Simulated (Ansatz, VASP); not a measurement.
Two plane-wave programs on FeNi3

```
Fe Ni
1.0
    -1.76698    1.76698    3.53959
     1.76698   -1.76698    3.53959
     1.76698    1.76698   -3.53959
Fe Ni
1 3
Direct
  0.00000 0.00000 0.00000
  0.50000 0.50000 0.00000
  0.75000 0.25000 0.50000
  0.25000 0.75000 0.50000
```

Alike in both runs: task single point; functional PBEsol; k mesh 16 × 16 × 16; occupations gaussian, width 0.1 eV; no spin polarisation.

|  | VASP | Ansatz |
| --- | --- | --- |
| version | VASP 6.6.1 | Ansatz 0.2.0 |
| potentials or method | VASP PAW PBE potentials, release 64 (Fe, Ni), cutoff 520 eV | scalar-relativistic, plane waves, PAW |
| valence electrons in the cell | 38 | 70 |

VASP gave:

```
gap on the k mesh at the Fermi level (eV)                     : none
pressure (GPa)                                                : -16.6
traceless stress, the component that is largest in VASP (GPa) : -0.06
```

Q: Estimate Ansatz's values.

A: gap on the k mesh at the Fermi level (eV): none; pressure (GPa): -16.8; traceless stress, the component that is largest in VASP (GPa): -0.06.

VASP's potentials were made for PBE, not for PBEsol. A gap of «none» marks a metal or a gap that the smearing closes. VASP's potentials hold 38 valence electrons a cell and Ansatz's 70, so a difference there can come from the potentials and not from the codes.
